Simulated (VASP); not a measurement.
Input of a VASP 6.6.1 run:

The input INCAR:

```
ALGO = Normal
EDIFF = 1E-7
ENCUT = 520
GGA = PS
ISIF = 2
ISMEAR = 0
LASPH = T
LCHARG = F
LREAL = F
LWAVE = F
NBANDS = 16
NELM = 100
PREC = Accurate
SIGMA = 0.15
```

File KPOINTS:

```
k-points
0
Gamma
  21 21 18
```

The input POSCAR:

```
WC
1.0
    2.9005014360      0.0000000000      0.0000000000
   -1.4502507180      2.5119079273      0.0000000000
    0.0000000000      0.0000000000      2.8290000000
W C
1 1
Direct
    0.0000000000      0.0000000000      0.0000000000
    0.6666666667      0.3333333333      0.5000000000
```

Potentials or basis: VASP PAW PBE potentials, release 64 (W_sv, C).

Run with:

```console
$ cat potpaw_PBE.64/W_sv/POTCAR potpaw_PBE.64/C/POTCAR > POTCAR
$ mpirun -np 1 vasp_std > vasp.out
```

Q: What does it give for the pressure?

A: 0.5 GPa.

Q: Predict the band gap on the k mesh.

A: Zero (band 9 reaches 11.71 eV, above the bottom of band 10 at 10.43 eV).

Stress tensor (GPa, compression positive):
```
0.51 0.00 0.00
0.00 0.51 0.00
0.00 0.00 0.62
```

Caveat: the PAW data sets were made with another functional, which shifts forces and pressure a little; spin-orbit coupling is left out, which moves the levels of the heavy elements.
